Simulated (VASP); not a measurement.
# SnO in VASP: single point with PBE+D3(BJ)

Aim: the single point of SnO with PBE+D3(BJ).

Everything below comes from runs of VASP 6.6.1. Logs are shortened: lines on timing, memory, paths and dates and some standing lists are left out, and cuts for length are marked.

## 1. The cell of the first run

The cell holds a slab with vacuum, 8 atoms: a = 3.820 Å, b = 3.820 Å, c = 22.226 Å, α = 90.00°, β = 90.00°, γ = 90.00°.

## 2. Single point, PBE+D3(BJ) (layers slid over each other)

Input file INCAR:

```
SYSTEM = SnO
  ALGO = Normal
  DIPOL = 0.5 0.5 0.403
  EDIFF = 1E-6
  ENCUT = 520
  GGA = PE
  IDIPOL = 3
  ISIF = 2
  ISMEAR = 0
  IVDW = 12
  LASPH = .TRUE.
  LCHARG = .FALSE.
  LDIPOL = .TRUE.
  LREAL = .FALSE.
  LWAVE = .FALSE.
  NBANDS = 50
  NELM = 80
  PREC = Accurate
  SIGMA = 0.05
```

Input file KPOINTS:

```
k-points
0
G
  7 7 1
  0 0 0
```

Input file POSCAR:

```
SnO
1.0
    3.8201636883      0.0000000000      0.0000000000
    0.0000000000      3.8201636883      0.0000000000
    0.0000000000      0.0000000000     22.2260802162
Sn O
4 4
Direct
    0.7500000000      0.2500000000      0.2024648501
    0.2500000000      0.7500000000      0.3087831971
    0.2500000000      1.2500000000      0.4977503906
    0.7500000000      0.7500000000      0.6040687375
    0.2500000000      0.2500000000      0.2556240236
    0.7500000000      0.7500000000      0.2556240236
    0.7500000000      1.2500000000      0.5509095640
    0.2500000000      0.7500000000      0.5509095640
```

Potentials or basis: VASP PAW PBE potentials, release 64 (Sn_d, O).

Run with:

```
$ cat potpaw_PBE.64/Sn_d/POTCAR potpaw_PBE.64/O/POTCAR > POTCAR
$ mpirun -np 1 vasp_std > vasp.out
```

OUTCAR:

```text
SYSTEM = SnO
   EDIFF = 1E-6
   ENCUT = 520
   GGA = PE
   ISIF = 2
   ISMEAR = 0
   IVDW = 12
   LASPH = .TRUE.
   LREAL = .FALSE.
   NELM = 80
   PREC = Accurate
 IVDW          = 12

 ion  position               nearest neighbor table
   1  0.750  0.250  0.202-   5 2.25   6 2.25   6 2.25   5 2.25   2 3.59   2 3.59   2 3.59   2 3.59

   2  0.250  0.750  0.309-   5 2.25   6 2.25   5 2.25   6 2.25   1 3.59   1 3.59   1 3.59   1 3.59

   3  0.250  0.250  0.498-   7 2.25   8 2.25   8 2.25   7 2.25   4 3.59   4 3.59   4 3.59   4 3.59

   4  0.750  0.750  0.604-   7 2.25   8 2.25   7 2.25   8 2.25   3 3.59   3 3.59   3 3.59   3 3.59

   5  0.250  0.250  0.256-   1 2.25   2 2.25   2 2.25   1 2.25
   6  0.750  0.750  0.256-   1 2.25   2 2.25   1 2.25   2 2.25
   7  0.750  0.250  0.551-   3 2.25   3 2.25   4 2.25   4 2.25
   8  0.250  0.750  0.551-   3 2.25   3 2.25   4 2.25   4 2.25

  LATTYP: Found a simple tetragonal cell.
 ALAT       =     3.8201636883
 C/A-ratio  =     5.8180962989

  Lattice vectors:

 A1 = (   3.8201636883,   0.0000000000,   0.0000000000)
 A2 = (   0.0000000000,   3.8201636883,   0.0000000000)
 A3 = (   0.0000000000,   0.0000000000,  22.2260802162)

Analysis of symmetry for initial positions (statically):
=====================================================================
 Subroutine PRICEL returns:
 Original cell was already a primitive cell.

 Routine SETGRP: Setting up the symmetry group for a
 simple tetragonal supercell.

 Subroutine GETGRP returns: Found  8 space group operations
 (whereof  1 operations were pure point group operations)
 out of a pool of 16 trial point group operations.

The static configuration has the point symmetry C_1 .
 The point group associated with its full space group is D_2h.

Analysis of symmetry for dynamics (positions and initial velocities):
=====================================================================
 Subroutine PRICEL returns:
 Original cell was already a primitive cell.

 Routine SETGRP: Setting up the symmetry group for a
 simple tetragonal supercell.

 Subroutine GETGRP returns: Found  8 space group operations
 (whereof  1 operations were pure point group operations)
 out of a pool of 16 trial point group operations.

The dynamic configuration has the point symmetry C_1 .
 The point group associated with its full space group is D_2h.

 Subroutine INISYM returns: Found  8 space group operations
 (whereof  1 operations are pure point group operations),
 and found     1 'primitive' translations

----------------------------------------------------------------------------------------

                                     Primitive cell

  volume of cell :     324.3596

  direct lattice vectors                    reciprocal lattice vectors
     3.820163688  0.000000000  0.000000000     0.261768888  0.000000000  0.000000000
     0.000000000  3.820163688  0.000000000     0.000000000  0.261768888  0.000000000
     0.000000000  0.000000000 22.226080216     0.000000000  0.000000000  0.044992189

  length of vectors
     3.820163688  3.820163688 22.226080216     0.261768888  0.261768888  0.044992189

  position of ions in fractional coordinates (direct lattice)
     0.750000000  0.250000000  0.202464850
     0.250000000  0.750000000  0.308783197
     0.250000000  0.250000000  0.497750391
     0.750000000  0.750000000  0.604068738
     0.250000000  0.250000000  0.255624024
     0.750000000  0.750000000  0.255624024
     0.750000000  0.250000000  0.550909564
     0.250000000  0.750000000  0.550909564

  ion indices of the primitive-cell ions
   primitive index   ion index
                 1           1
                 2           2
                 3           3
                 4           4
                 5           5
                 6           6
                 7           7
                 8           8

----------------------------------------------------------------------------------------

 KPOINTS: k-points

Automatic generation of k-mesh.
 Grid dimensions read from file:
 generate k-points for:    7    7    1

 Generating k-lattice:

  Cartesian coordinates                     Fractional coordinates (reciprocal lattice)
     0.037395555  0.000000000  0.000000000     0.142857143  0.000000000  0.000000000
     0.000000000  0.037395555  0.000000000     0.000000000  0.142857143  0.000000000
     0.000000000  0.000000000  0.044992189     0.000000000  0.000000000  1.000000000

  Length of vectors
     0.037395555  0.037395555  0.044992189

  Shift w.r.t. Gamma in fractional coordinates (k-lattice)
     0.000000000  0.000000000  0.000000000

 Subroutine IBZKPT returns following result:
 ===========================================

 Found     16 irreducible k-points:

 Following reciprocal coordinates:
            Coordinates               Weight
  0.000000  0.000000  0.000000      1.000000
  0.142857  0.000000  0.000000      2.000000
  0.000000  0.142857  0.000000      2.000000
  0.285714  0.000000  0.000000      2.000000
  0.000000  0.285714  0.000000      2.000000
  0.428571  0.000000  0.000000      2.000000
[... 8 lines left out ...]
 -0.285714  0.428571  0.000000      4.000000
  0.428571  0.428571  0.000000      4.000000
   k-points           NKPTS =     16   k-points in BZ     NKDIM =     16   number of bands    NBANDS=     50
   number of dos      NEDOS =    301   number of ions     NIONS =      8
   total plane-waves  NPLWV = 131712
   dimension x,y,z NGX =    28 NGY =   28 NGZ =  168
   dimension x,y,z NGXF=    56 NGYF=   56 NGZF=  336
   ions per type =               4   4
   NGX,Y,Z   is equivalent  to a cutoff of  12.19, 12.19, 12.57 a.u.
   NGXF,Y,Z  is equivalent  to a cutoff of  24.37, 24.37, 25.13 a.u.
 SYSTEM =  SnO
   PREC   = accura    normal or accurate (medium, high low for compatibility)
   ISTART =      0    job   : 0-new  1-cont  2-samecut
   ICHARG =      2    charge: 1-file 2-atom 10-const
   ISPIN  =      1    spin polarized calculation?
   LNONCOLLINEAR =      F non collinear calculations
   LSORBIT =      F    spin-orbit coupling
   LASPH  =      T    aspherical Exc in radial PAW
   ENCUT  =  520.0 eV  38.22 Ry    6.18 a.u.   7.10  7.10 41.33*2*pi/ulx,y,z
   NELM   =     80;   NELMIN=  2; NELMDL= -5     # of ELM steps
   EDIFF  = 0.1E-05   stopping-criterion for ELM
   LREAL  =      F    real-space projection
   EDIFFG = 0.1E-04   stopping-criterion for IOM
   NSW    =      0    number of steps for IOM
   IBRION =     -1    ionic relax: 0-MD 1-quasi-New 2-CG
   NFREE  =      0    steps in history (QN), initial steepest desc. (CG)
   ISIF   =      2    stress and relaxation
   ISYM   =      2    0-nonsym 1-usesym 2-fastsym
   POTIM  = 0.5000    time-step for ionic-motion
   TEBEG  =    0.0;   TEEND  =   0.0 temperature during run
   PSTRESS=    0.0 pullay stress
   NELECT =      80.0000    total number of electrons
   NUPDOWN=      -1.0000    fix difference up-down
   EMIN   =  10.00;   EMAX   =-10.00  energy-range for DOS
   EFERMI =   0.00;   METHOD = LEGACY
   ISMEAR =     0;   SIGMA  =   0.05  broadening in eV -4-tet -1-fermi 0-gaus
   EFERMI_NEDOS =   21; number of points for ismear=-14 and -15
   IALGO  =     38    algorithm
   IMIX   =      4    mixing-type and parameters
     AMIX     =   0.40;   BMIX     =  1.00
     AMIX_MAG =   1.60;   BMIX_MAG =  1.00
  volume/ion in A,a.u.               =      40.54       273.61
  Fermi-wavevector in a.u.,A,eV,Ry     =   1.026666  1.940118 14.341129  1.054043
  Thomas-Fermi vector in A             =   2.160571
   LORBIT       =      0    0 simple, 1 ext, 2 COOP (PROOUT), +10 PAW based schemes
   GGA     = PE    functional components
   LHFCALC =     F    Hartree Fock is set to
   AEXX    =    0.0000 exact exchange contribution
   IVDW    =    12    specifies the selected vdW correction
   LEPSILON=     F    determine dielectric tensor
   LRPA    =     F    only Hartree local field effects (RPA)
 non-spin polarized calculation
 Gauss-broadening in eV      SIGMA  =   0.05
  energy-cutoff  :      520.00
  volume of cell :      324.36
 maximum number of plane-waves:      8769
   NGX = 15   NGY = 15   NGZ = 83

 dipolmoment           0.000000      0.000000      0.000028 electrons x Angstroem

 number of electron      79.9999970 magnetization

 dipolmoment           0.000000      0.000000     -0.000013 electrons x Angstroem

 Free energy of the ion-electron system (eV)
  ---------------------------------------------------
  ext. energy  EPLUGINS =         0.00000000
  ---------------------------------------------------
  free energy    TOTEN  =       -45.17267699 eV

  energy without entropy =      -45.17267699  energy(sigma->0) =      -45.17267699

 E-fermi :   0.0615     XC(G=0):  -5.3275

 val. band max:       -0.2071171933   @ k =   0.1429   0.0000   0.0000
 cond. band min:       2.2673556405   @ k =   0.4286   0.0000   0.0000
 fundamental gap:      2.4744728337
 Fermi energy:         0.0615143373

 k-point     1 :       0.0000    0.0000    0.0000
  band No.  band energies     occupation
      1     -21.0541      2.00000
      2     -21.0540      2.00000
      3     -20.6934      2.00000
      4     -20.6934      2.00000
      5     -20.6558      2.00000
      6     -20.6555      2.00000
[... 42 lines left out ...]
     49       5.2300      0.00000
     50       5.2370      0.00000

 k-point     2 :       0.1429    0.0000    0.0000
  band No.  band energies     occupation
      1     -21.0451      2.00000
      2     -21.0450      2.00000
      3     -20.6940      2.00000
      4     -20.6940      2.00000
      5     -20.6574      2.00000
      6     -20.6568      2.00000
[... 42 lines left out ...]
     49       5.4142      0.00000
     50       5.4789      0.00000

 k-point     3 :       0.0000    0.1429    0.0000
  band No.  band energies     occupation
      1     -21.0451      2.00000
      2     -21.0450      2.00000
      3     -20.6941      2.00000
      4     -20.6940      2.00000
      5     -20.6576      2.00000
      6     -20.6574      2.00000
[... 42 lines left out ...]
     49       5.4051      0.00000
     50       5.4651      0.00000

 k-point     4 :       0.2857    0.0000    0.0000
  band No.  band energies     occupation
      1     -21.0201      2.00000
      2     -21.0201      2.00000
      3     -20.7905      2.00000
      4     -20.7904      2.00000
      5     -20.6617      2.00000
      6     -20.6612      2.00000
[... 575 lines left out ...]
 k-point    15 :      -0.2857    0.4286    0.0000
  band No.  band energies     occupation
      1     -20.9890      2.00000
      2     -20.9889      2.00000
      3     -20.9469      2.00000
      4     -20.9468      2.00000
      5     -20.6586      2.00000
      6     -20.6585      2.00000
[... 42 lines left out ...]
     49       5.8485      0.00000
     50       6.1374      0.00000

 k-point    16 :       0.4286    0.4286    0.0000
  band No.  band energies     occupation
      1     -20.9948      2.00000
      2     -20.9947      2.00000
      3     -20.9808      2.00000
      4     -20.9808      2.00000
      5     -20.6605      2.00000
      6     -20.6605      2.00000
[... 42 lines left out ...]
     49       6.3542      0.00000
     50       6.3560      0.00000

------------------------ aborting loop because EDIFF is reached ----------------------------------------

 vacuum level on the upper side and lower side of the slab       (xc-potential included)        -0.252        -0.251

 Edisp (eV)   -1.23802

 E8    (eV) :    -0.5474

  FORCE on cell =-STRESS in cart. coord.  units (eV):
  Direction    XX          YY          ZZ          XY          YZ          ZX
  --------------------------------------------------------------------------------------
  -------------------------------------------------------------------------------------
  Total       0.15890     0.23589    -0.12451     0.00000     0.00000     0.00000
  in kB       0.78488     1.16516    -0.61501     0.00000     0.00000     0.00000
  external pressure =        0.45 kB  Pullay stress =        0.00 kB

 VOLUME and BASIS-vectors are now :
 -----------------------------------------------------------------------------
  energy-cutoff  :      520.00
  volume of cell :      324.36
      direct lattice vectors                 reciprocal lattice vectors
     3.820163688  0.000000000  0.000000000     0.261768888  0.000000000  0.000000000
     0.000000000  3.820163688  0.000000000     0.000000000  0.261768888  0.000000000
     0.000000000  0.000000000 22.226080216     0.000000000  0.000000000  0.044992189

 POSITION                                       TOTAL-FORCE (eV/Angst)
 -----------------------------------------------------------------------------------
      2.86512      0.95504      4.50000        -0.000000      0.000000     -0.081719
      0.95504      2.86512      6.86304        -0.000000      0.000000      0.140278
      0.95504      0.95504     11.06304        -0.000000     -0.000000     -0.140278
      2.86512      2.86512     13.42608        -0.000000      0.000000      0.081719
      0.95504      0.95504      5.68152         0.000000      0.000000      0.007372
      2.86512      2.86512      5.68152         0.000000      0.000000      0.008127
      2.86512      0.95504     12.24456        -0.000000      0.000000     -0.008127
      0.95504      2.86512     12.24456        -0.000000      0.000000     -0.007372
 -----------------------------------------------------------------------------------
    total drift:                                0.000000     -0.000000     -0.000584

  FREE ENERGIE OF THE ION-ELECTRON SYSTEM (eV)
  ---------------------------------------------------
  free  energy   TOTEN  =       -46.4106960092 eV

  energy  without entropy=      -46.4106960092  energy(sigma->0) =      -46.41069601

 vacuum level on the upper side and lower side of the slab         4.763         4.766
```

Run time: 3.9 min. Hardware: 1 thread of Intel Xeon 6975P-C (Granite Rapids), shared host; peak memory 0.44 GiB.

Results:

```yaml
Free_energy: -46.4107 eV
Largest_force: 0.140 eV/Å
Band_gap_on_the_k_mesh: 2.47 eV (least direct gap 2.57 eV)
Dispersion_energy_per_atom: -0.155 eV
```

Forces on the atoms (eV/Å):
```
Sn   0.000  0.000 -0.082
Sn   0.000  0.000  0.140
Sn   0.000  0.000 -0.140
Sn   0.000  0.000  0.082
O    0.000  0.000  0.007
O    0.000  0.000  0.008
O    0.000  0.000 -0.008
O    0.000  0.000 -0.007
```

Caveat: the cell differs from its parent crystal (layers slid over each other); spin-orbit coupling is left out, which moves the levels of the heavy elements.
